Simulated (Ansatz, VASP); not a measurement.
**Two plane-wave programs on Sn**

```xyz
1
Lattice="-1.8947 1.8947 1.8947 1.8947 -1.8947 1.8947 1.8947 1.8947 -1.8947" Properties=species:S:1:pos:R:3 pbc="T T T"
Sn    0.0000    0.0000    0.0000
```

Alike in both runs: task relaxation of cell and atoms; functional PBE; k mesh 16 × 16 × 16; occupations gaussian, width 0.1 eV; no spin polarisation.

```csv
,VASP,Ansatz
version,VASP 6.6.1,Ansatz 0.2.0
potentials or method,"VASP PAW PBE potentials, release 64 (Sn_d), cutoff 600 eV","scalar-relativistic, plane waves, PAW"
valence electrons in the cell,14,14
```

|  | VASP | Ansatz | Ansatz less VASP |
| --- | --- | --- | --- |
| gap on the k mesh at the Fermi level, each at its own relaxed structure (eV) | none | none | - |
| relaxed volume (Å³/atom) | 27.77 | 27.79 | +0.011 |
| relaxed cell length with the largest relative difference (Å) | 3.304 | 3.305 | +0.0004 |

A gap of «none» marks a metal or a gap that the smearing closes.
